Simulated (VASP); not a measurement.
# RbW: single point with PBE

The system is RbW.

```xyz
2
Lattice="3.5701 0.0000 0.0000 -1.7851 3.0918 0.0000 0.0000 0.0000 5.5305" Properties=species:S:1:pos:R:3 pbc="T T T"
Rb    0.0000    0.0000    2.7653
W     1.7851    1.0306    0.0000
```

This cell differs from its parent crystal: volume scaled by 1.02.

```json
{"Program": "VASP 6.6.1", "Task": "single point", "Functional": "PBE", "Potentials or basis": "VASP PAW PBE potentials, release 64 (Rb_sv, W_sv)", "Cutoff": "520 eV", "k mesh": "9 × 9 × 5", "Occupations": "fermi-dirac, width 0.05 eV", "Spin": "no spin polarisation", "Dipole correction": "no", "Further INCAR settings": "ALGO = Fast; EDIFF = 1e-06; NBANDS = 18"}
```

```
Pressure : -6.8 GPa
```

Stress tensor (GPa, compression positive):
```
-14.38   0.00   0.00
  0.00 -14.38   0.00
  0.00   0.00   8.50
```

Levels at points of the mesh, in eV from the Fermi level:
```
           k point  band 9  band 10  band 11  band 12  band 13  band 14
(0.00, 0.00, 0.00)   -4.69    -1.11     0.05     0.05     0.98     0.98
```

Wall time 2.5 min on 1 thread of Intel Xeon 8259CL (shared host), peak memory 0.2 GiB.

Caveat: spin-orbit coupling is left out, which moves the levels of the heavy elements.
